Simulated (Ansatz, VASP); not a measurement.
Given: the input of a run of Ansatz 0.2.0 on SrO.

Contents of input.yaml:

```yaml
crystal:
  lattice:
    - [3.6000472431, 0.0, 0.0]
    - [-1.8000236215, 3.1177323673, 0.0]
    - [0.0, 0.0, 6.2991199937]
  atoms:
    - { symbol: Sr, position: [0.6666666667, 0.3333333333, 0.75] }
    - { symbol: Sr, position: [0.3333333333, 0.6666666667, 0.25] }
    - { symbol: O, position: [0.0, 0.0, 0.5] }
    - { symbol: O, position: [0.0, 0.0, 0.0] }
kpoints:
  mp_grid: { grid: [9, 9, 5] }
scf:
  occupations: { method: fermi_dirac, width: 0.05 }
hamiltonian:
  xc: pbe
  pseudopotentials: { kind: all_electron, lapw: { basis_error: 0.001 } }
output:
  forces: true
  stress: true
  eigenvalues: true
```

Potentials or basis: all-electron LAPW, scalar-relativistic.

Command:

```bash
$ ansatz run input.yaml --threads 2 --pin off --max-ram 6144MiB --backend cpu --events-out ev --progress --plain --runs-dir out
```

Problem. Set up the same calculation for VASP 6.6.1. Potentials there: VASP PAW PBE potentials, release 64 (Sr_sv, O).

Solution. As run (the cutoff follows the program's own potentials):

The input INCAR:

```
SYSTEM = SrO
ALGO = Normal
EDIFF = 1E-6
ENCUT = 520
GGA = PE
ISIF = 2
ISMEAR = -1
LASPH = .True.
LCHARG = .True.
LELF = .True.
LREAL = .False.
LVHAR = .True.
LWAVE = .False.
NBANDS = 24
NELM = 80
PREC = Accurate
SIGMA = 0.05
```

The input KPOINTS:

```
k-points
0
Gamma
  9 9 5
  0 0 0
```

File POSCAR:

```
SrO
1.0
    3.6000472431      0.0000000000      0.0000000000
   -1.8000236215      3.1177323673      0.0000000000
    0.0000000000      0.0000000000      6.2991199937
Sr O
2 2
Direct
    0.6666666667      0.3333333333      0.7500000000
    0.3333333333      0.6666666667      0.2500000000
    0.0000000000      0.0000000000      0.5000000000
    0.0000000000      0.0000000000      0.0000000000
```

Potentials or basis: VASP PAW PBE potentials, release 64 (Sr_sv, O).

Run with:

```console
$ cat potpaw_PBE.64/Sr_sv/POTCAR potpaw_PBE.64/O/POTCAR > POTCAR
$ mpirun -np 1 vasp_std > vasp.out
```

Both were run:

|  | VASP | Ansatz | Ansatz less VASP |
| --- | --- | --- | --- |
| gap on the k mesh at the Fermi level (eV) | 2.86 | 2.86 | +0.005 |
| least direct gap on the mesh (eV) | 2.86 | 2.86 | +0.005 |
| pressure (GPa) | -1.3 | -1.7 | -0.45 |
| traceless stress, the component that is largest in VASP (GPa) | -0.49 | -0.49 | +0.005 |

Ansatz ran all-electron here, and VASP with PAW potentials.
